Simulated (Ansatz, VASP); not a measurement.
# One calculation of ReHgF6, two programs

The input INCAR:

```
SYSTEM = ReHgF6
  ALGO = Normal
  EDIFF = 1E-6
  ENCUT = 520
  GGA = PE
  ISIF = 2
  ISMEAR = -1
  LASPH = .True.
  LCHARG = .False.
  LDAU = .True.
  LDAUJ = 0 0 0
  LDAUL = -1 2 -1
  LDAUPRINT = 1
  LDAUTYPE = 2
  LDAUU = 0 3.08 0
  LMAXMIX = 4
  LREAL = .False.
  LWAVE = .False.
  NBANDS = 40
  NELM = 150
  PREC = Accurate
  SIGMA = 0.1
```

Contents of KPOINTS:

```
k-points
0
Gamma
  5 5 5
  0 0 0
```

The input POSCAR:

```
ReHgF6
1.0
    5.1465970000      0.0000000000      0.0000000000
   -2.5732990000      4.4570860000      0.0000000000
    0.0000000000     -2.9713870000      4.7722440000
F Re Hg
6 1 1
Direct
    0.2385000000      0.8570000000      0.7855000000
    0.9285000000      0.1670000000      0.7855000000
    0.6185000000      0.5470000000      0.7855000000
    0.7615000000      0.1430000000      0.2145000000
    0.0715000000      0.8330000000      0.2145000000
    0.3815000000      0.4530000000      0.2145000000
    0.0000000000      0.0000000000      0.0000000000
    0.5000000000      0.0000000000      0.5000000000
```

Input for Ansatz:

```yaml
crystal:
  lattice:
    - [5.146597, 0.0, 0.0]
    - [-2.573299, 4.457086, 0.0]
    - [0.0, -2.971387, 4.772244]
  atoms:
    - { symbol: F, position: [0.2385, 0.857, 0.7855] }
    - { symbol: F, position: [0.9285, 0.167, 0.7855] }
    - { symbol: F, position: [0.6185, 0.547, 0.7855] }
    - { symbol: F, position: [0.7615, 0.143, 0.2145] }
    - { symbol: F, position: [0.0715, 0.833, 0.2145] }
    - { symbol: F, position: [0.3815, 0.453, 0.2145] }
    - { symbol: Re, position: [0.0, 0.0, 0.0] }
    - { symbol: Hg, position: [0.5, 0.0, 0.5] }
kpoints:
  mp_grid: { grid: [5, 5, 5], shift: [0, 0, 0] }
magnetization:
  spin_polarized: false
scf:
  occupations: { method: fermi_dirac }
  lower_state_search: "off"
  max_iter: 200
hamiltonian:
  pseudopotentials: { kind: paw }
  xc: pbe
  hubbard:
    sites: [{ species: Re, l: d, u_eff: 3.08 }]
    projectors: all-electron-ortho-atomic
basis:
  ecutwfc: 420
  fft_grid_basis: typed
output:
  forces: true
  stress: true
  eigenvalues: true
  bader: true
  populations: true
  elf: true
  write_potential: true
  volumetric_format: npy
  dos:
    e_range: [-12, 8]
    de: 0.05
    projected: { site_lists: { F: [F], Hg: [Hg], Re: [Re] } }
checkpoint:
  read: saved_state
```

Alike in both runs: task single point; functional PBE; k mesh 5 × 5 × 5; no spin polarisation; Hubbard terms Re d U = 3.08 eV.

|  | VASP | Ansatz |
| --- | --- | --- |
| version | VASP 6.6.1 | Ansatz 0.2.0 |
| potentials or method | VASP PAW PBE potentials, release 64 (F, Re, Hg), cutoff 520 eV | PAW plane waves |
| occupations | fermi-dirac, width 0.1 eV | fermi-dirac |
| valence electrons in the cell | 61 | 77 |

|  | VASP | Ansatz | Ansatz less VASP |
| --- | --- | --- | --- |
| pressure (GPa) | 21.3 | 18.7 | -2.58 |
| traceless stress, the component that is largest in VASP (GPa) | 1.62 | 0.26 | -1.361 |
| rms of the force components (eV/Å) | 0.757 | 0.584 | -0.1734 |

The programs project onto different local orbitals, so the same U acts differently, and such runs can settle in different states. Atom by atom the forces differ by 0.219 eV/Å (rms over components). VASP's potentials hold 61 valence electrons a cell and Ansatz's 77, so a difference there can come from the potentials and not from the codes. Ansatz's warnings: filled band counts differ across k points, structure snapped to symmetry.

Neither program's run includes spin-orbit coupling.
